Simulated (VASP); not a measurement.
# Ba (Cmmm) in VASP: further runs

Ba is run at these levels: PBEsol; tasks: single point.

All numbers are computed with VASP 6.6.1; they aren't measurements. Logs are shortened: lines on timing, memory, paths and dates and some standing lists are left out, and cuts for length are marked.

### Step 1. The cell of the first run

It takes space group Cmmm (No. 65, orthorhombic). Conventional cell: a = 3.910 Å, b = 7.300 Å, c = 5.244 Å, α = 90.00°, β = 90.00°, γ = 90.00°. Within 5.3 Å of Ba (site symmetry mmm) lie 8 Ba at 3.91 to 5.24 Å.

### Step 2. Single point, PBEsol (strain +0.000 along x and y, -0.080 along z)

INCAR

```
SYSTEM = Ba
ALGO     = Normal         ! electronic algorithm
EDIFF    = 1E-6           ! SCF threshold, eV
ENCUT    = 500            ! plane-wave cutoff, eV
GGA      = PS             ! functional
GGA_COMPAT= .False.      
ISIF     = 2              ! what is computed and relaxed
ISMEAR   = 0              ! smearing method
LASPH    = .True.         ! aspherical terms in the spheres
LCHARG   = .False.        ! write CHGCAR
LREAL    = .False.        ! projectors in reciprocal space
LWAVE    = .False.        ! write WAVECAR
NBANDS   = 11             ! bands
NELM     = 120            ! most SCF steps
PREC     = Accurate       ! precision mode
SIGMA    = 0.15           ! smearing width, eV
```

KPOINTS

```
k-points
0
Gamma
  14 14 8
  0 0 0
```

POSCAR

```
Ba
1.0
    1.9550000000     -3.6500000000      0.0000000000
    1.9550000000      3.6500000000      0.0000000000
    0.0000000000      0.0000000000      5.2440000000
Ba
1
Direct
    0.0000000000      0.0000000000      0.0000000000
```

Potentials or basis: VASP PAW PBE potentials, release 64 (Ba_sv).

On the command line:

```console
$ cat potpaw_PBE.64/Ba_sv/POTCAR > POTCAR
$ mpirun -np 1 vasp_std > vasp.out
```

OUTCAR:

```text
SYSTEM = Ba
   EDIFF = 1E-6
   ENCUT = 500
   GGA = PS
   ISIF = 2
   ISMEAR = 0
   LASPH = .True.
   LREAL = .False.
   NELM = 120
   PREC = Accurate

 ion  position               nearest neighbor table
   1  0.000  0.000  0.000-

  LATTYP: Found a base centered orthorhombic cell.
 ALAT       =     3.9100000000
 B/A-ratio  =     1.8670076726
 C/A-ratio  =     1.3411764706

  Lattice vectors:

 A1 = (   1.9550000000,  -3.6500000000,   0.0000000000)
 A2 = (   1.9550000000,   3.6500000000,   0.0000000000)
 A3 = (   0.0000000000,   0.0000000000,   5.2440000000)

Analysis of symmetry for initial positions (statically):
=====================================================================
 Subroutine PRICEL returns:
 Original cell was already a primitive cell.

 Routine SETGRP: Setting up the symmetry group for a
 base centered orthorhombic supercell.

 Subroutine GETGRP returns: Found  8 space group operations
 (whereof  8 operations were pure point group operations)
 out of a pool of  8 trial point group operations.

The static configuration has the point symmetry D_2h.

Analysis of symmetry for dynamics (positions and initial velocities):
=====================================================================
 Subroutine PRICEL returns:
 Original cell was already a primitive cell.

 Routine SETGRP: Setting up the symmetry group for a
 base centered orthorhombic supercell.

 Subroutine GETGRP returns: Found  8 space group operations
 (whereof  8 operations were pure point group operations)
 out of a pool of  8 trial point group operations.

The dynamic configuration has the point symmetry D_2h.

 Subroutine INISYM returns: Found  8 space group operations
 (whereof  8 operations are pure point group operations),
 and found     1 'primitive' translations

----------------------------------------------------------------------------------------

                                     Primitive cell

  volume of cell :      74.8397

  direct lattice vectors                    reciprocal lattice vectors
     1.955000000 -3.650000000  0.000000000     0.255754476 -0.136986301  0.000000000
     1.955000000  3.650000000  0.000000000     0.255754476  0.136986301  0.000000000
     0.000000000  0.000000000  5.244000000     0.000000000  0.000000000  0.190694127

  length of vectors
     4.140594764  4.140594764  5.244000000     0.290130313  0.290130313  0.190694127

  position of ions in fractional coordinates (direct lattice)
     0.000000000  0.000000000  0.000000000

  ion indices of the primitive-cell ions
   primitive index   ion index
                 1           1

----------------------------------------------------------------------------------------

 KPOINTS: k-points

Automatic generation of k-mesh.
 Grid dimensions read from file:
 generate k-points for:   14   14    8

 Generating k-lattice:

  Cartesian coordinates                     Fractional coordinates (reciprocal lattice)
     0.018268177 -0.009784736  0.000000000     0.071428571  0.000000000  0.000000000
     0.018268177  0.009784736  0.000000000     0.000000000  0.071428571  0.000000000
     0.000000000  0.000000000  0.023836766     0.000000000  0.000000000  0.125000000

  Length of vectors
     0.020723594  0.020723594  0.023836766

  Shift w.r.t. Gamma in fractional coordinates (k-lattice)
     0.000000000  0.000000000  0.000000000

 Subroutine IBZKPT returns following result:
 ===========================================

 Found    285 irreducible k-points:

 Following reciprocal coordinates:
            Coordinates               Weight
  0.000000  0.000000  0.000000      1.000000
  0.071429 -0.000000  0.000000      4.000000
  0.142857  0.000000  0.000000      4.000000
  0.214286  0.000000  0.000000      4.000000
  0.285714  0.000000  0.000000      4.000000
  0.357143 -0.000000  0.000000      4.000000
[... 16 lines left out ...]
  0.214286  0.142857  0.000000      4.000000
  0.285714  0.142857  0.000000      4.000000
 [... further k-points ...]
   k-points           NKPTS =    285   k-points in BZ     NKDIM =    285   number of bands    NBANDS=     11
   number of dos      NEDOS =    301   number of ions     NIONS =      1
   total plane-waves  NPLWV =  36000
   dimension x,y,z NGX =    30 NGY =   30 NGZ =   40
   dimension x,y,z NGXF=    60 NGYF=   60 NGZF=   80
   ions per type =               1
   NGX,Y,Z   is equivalent  to a cutoff of  12.05, 12.05, 12.68 a.u.
   NGXF,Y,Z  is equivalent  to a cutoff of  24.09, 24.09, 25.36 a.u.
 SYSTEM =  Ba
   PREC   = accura    normal or accurate (medium, high low for compatibility)
   ISTART =      0    job   : 0-new  1-cont  2-samecut
   ICHARG =      2    charge: 1-file 2-atom 10-const
   ISPIN  =      1    spin polarized calculation?
   LNONCOLLINEAR =      F non collinear calculations
   LSORBIT =      F    spin-orbit coupling
   LASPH  =      T    aspherical Exc in radial PAW
   ENCUT  =  500.0 eV  36.75 Ry    6.06 a.u.   7.55  7.55  9.56*2*pi/ulx,y,z
   NELM   =    120;   NELMIN=  2; NELMDL= -5     # of ELM steps
   EDIFF  = 0.1E-05   stopping-criterion for ELM
   LREAL  =      F    real-space projection
   EDIFFG = 0.1E-04   stopping-criterion for IOM
   NSW    =      0    number of steps for IOM
   IBRION =     -1    ionic relax: 0-MD 1-quasi-New 2-CG
   NFREE  =      0    steps in history (QN), initial steepest desc. (CG)
   ISIF   =      2    stress and relaxation
   ISYM   =      2    0-nonsym 1-usesym 2-fastsym
   POTIM  = 0.5000    time-step for ionic-motion
   TEBEG  =    0.0;   TEEND  =   0.0 temperature during run
   PSTRESS=    0.0 pullay stress
   NELECT =      10.0000    total number of electrons
   NUPDOWN=      -1.0000    fix difference up-down
   EMIN   =  10.00;   EMAX   =-10.00  energy-range for DOS
   EFERMI =   0.00;   METHOD = LEGACY
   ISMEAR =     0;   SIGMA  =   0.15  broadening in eV -4-tet -1-fermi 0-gaus
   EFERMI_NEDOS =   21; number of points for ismear=-14 and -15
   IALGO  =     38    algorithm
   IMIX   =      4    mixing-type and parameters
     AMIX     =   0.40;   BMIX     =  1.00
     AMIX_MAG =   1.60;   BMIX_MAG =  1.00
  volume/ion in A,a.u.               =      74.84       505.04
  Fermi-wavevector in a.u.,A,eV,Ry     =   0.836946  1.581598  9.530588  0.700478
  Thomas-Fermi vector in A             =   1.950754
   LORBIT       =      0    0 simple, 1 ext, 2 COOP (PROOUT), +10 PAW based schemes
   GGA     = PS    functional components
   LHFCALC =     F    Hartree Fock is set to
   AEXX    =    0.0000 exact exchange contribution
   IVDW    =     0    specifies the selected vdW correction
   LEPSILON=     F    determine dielectric tensor
   LRPA    =     F    only Hartree local field effects (RPA)
 non-spin polarized calculation
 Gauss-broadening in eV      SIGMA  =   0.15
  energy-cutoff  :      500.00
  volume of cell :       74.84
 maximum number of plane-waves:      1917
   NGX = 15   NGY = 15   NGZ = 19

 number of electron      10.0000000 magnetization

 number of electron       9.9999999 magnetization

 Free energy of the ion-electron system (eV)
  ---------------------------------------------------
  ext. energy  EPLUGINS =         0.00000000
  ---------------------------------------------------
  free energy    TOTEN  =        -1.65415327 eV

  energy without entropy =       -1.62603754  energy(sigma->0) =       -1.64009541

 E-fermi :   0.8782     XC(G=0):  -6.8332

 val. band max:        0.8708744738   @ k =   0.5000   0.2857   0.5000
 cond. band min:       0.8784287452   @ k =  -0.3571   0.2857   0.3750
 fundamental gap:      0.0075542715
 Fermi energy:         0.8781932299

 k-point     1 :       0.0000    0.0000    0.0000
  band No.  band energies     occupation
      1     -28.1794      2.00000
      2     -13.3707      2.00000
      3     -12.9525      2.00000
      4     -12.8638      2.00000
      5      -1.5555      2.00000
      6       0.9003      0.83480
      7       2.3765      0.00000
      8       3.3473      0.00000
      9       4.7802      0.00000
     10       5.0413      0.00000
     11       5.3474      0.00000

 k-point     2 :       0.0714   -0.0000    0.0000
  band No.  band energies     occupation
      1     -28.1744      2.00000
      2     -13.3639      2.00000
      3     -12.9693      2.00000
      4     -12.9072      2.00000
      5      -1.4448      2.00000
      6       0.9792      0.34083
      7       2.4329      0.00000
      8       3.2028      0.00000
      9       4.2151      0.00000
     10       5.0551      0.00000
     11       5.8839      0.00000

 k-point     3 :       0.1429    0.0000    0.0000
  band No.  band energies     occupation
      1     -28.1606      2.00000
      2     -13.3449      2.00000
      3     -13.0689      2.00000
      4     -12.9726      2.00000
      5      -1.1368      2.00000
      6       1.1977      0.00259
      7       2.3874      0.00000
      8       3.1624      0.00000
      9       3.5370      0.00000
     10       4.9247      0.00000
     11       6.6434      0.00000

 k-point     4 :       0.2143    0.0000    0.0000
  band No.  band energies     occupation
      1     -28.1405      2.00000
      2     -13.3171      2.00000
      3     -13.2538      2.00000
      4     -13.0173      2.00000
      5      -0.6991      2.00000
      6       1.4196      0.00000
      7       2.2068      0.00000
      8       2.9384      0.00000
      9       3.6116      0.00000
     10       4.7473      0.00000
     11       7.2940      0.00000
[... 239 lines left out ...]
 k-point    22 :       0.1429    0.1429    0.0000
  band No.  band energies     occupation
      1     -28.1261      2.00000
      2     -13.3824      2.00000
      3     -13.2981      2.00000
      4     -13.0339      2.00000
      5      -0.4104      2.00000
      6       1.7232      0.00000
      7       1.8082      0.00000
      8       2.6670      0.00000
      9       3.9899      0.00000
     10       4.6100      0.00000
     11       7.6117      0.00000

 k-point    23 :       0.2143    0.1429    0.0000
  band No.  band energies     occupation
      1     -28.1057      2.00000
      2     -13.5479      2.00000
      3     -13.2699      2.00000
      4     -13.0851      2.00000
      5       0.0891      2.00000
      6       1.4524      0.00000
      7       2.1427      0.00000
      8       2.3056      0.00000
      9       4.3270      0.00000
     10       4.7222      0.00000
     11       7.1544      0.00000

 k-point    24 :       0.2857    0.1429    0.0000
  band No.  band energies     occupation
      1     -28.0885      2.00000
      2     -13.6728      2.00000
      3     -13.2458      2.00000
      4     -13.1414      2.00000
      5       0.4698      1.99988
      6       1.4022      0.00000
      7       2.0570      0.00000
      8       2.5402      0.00000
      9       4.0446      0.00000
     10       5.1068      0.00000
     11       7.1851      0.00000

 [... further k-points ...]

------------------------ aborting loop because EDIFF is reached ----------------------------------------

  FORCE on cell =-STRESS in cart. coord.  units (eV):
  Direction    XX          YY          ZZ          XY          YZ          ZX
  --------------------------------------------------------------------------------------
  -------------------------------------------------------------------------------------
  Total        0.9193523      0.1903862     -1.2915395      0.0000000      0.0000000      0.0000000
  in kB       19.6815928      4.0758088    -27.6494161      0.0000000      0.0000000      0.0000000
  external PRESSURE =      -1.2973382 kB  Pullay stress =       0.0000000 kB

 VOLUME and BASIS-vectors are now :
 -----------------------------------------------------------------------------
  energy-cutoff  :      500.00
  volume of cell :       74.84
      direct lattice vectors                 reciprocal lattice vectors
     1.955000000 -3.650000000  0.000000000     0.255754476 -0.136986301  0.000000000
     1.955000000  3.650000000  0.000000000     0.255754476  0.136986301  0.000000000
     0.000000000  0.000000000  5.244000000     0.000000000  0.000000000  0.190694127

 POSITION                                       TOTAL-FORCE (eV/Angst)
 -----------------------------------------------------------------------------------
      0.00000      0.00000      0.00000         0.000000      0.000000      0.000000
 -----------------------------------------------------------------------------------
    total drift:                                0.000000      0.000000     -0.000000

  FREE ENERGIE OF THE ION-ELECTRON SYSTEM (eV)
  ---------------------------------------------------
  free  energy   TOTEN  =        -1.6541532702 eV

  energy  without entropy=       -1.6260375442  energy(sigma->0) =       -1.64009541
```

It took 2.5 min on 1 thread of Intel Xeon 8259CL, shared host; peak memory 0.35 GiB.

Results:

```
Free energy            : -1.6542 eV
Pressure               : -0.1 GPa
Band gap on the k mesh : zero (bands 5 and 6 overlap by 1.12 eV)
```

Caveat: the cell differs from its parent crystal (strain +0.000 along x and y, -0.080 along z); the PAW data sets were made with another functional, which shifts forces and pressure a little; spin-orbit coupling is left out, which moves the levels of the heavy elements.

(Continued in part 2 of 2.)
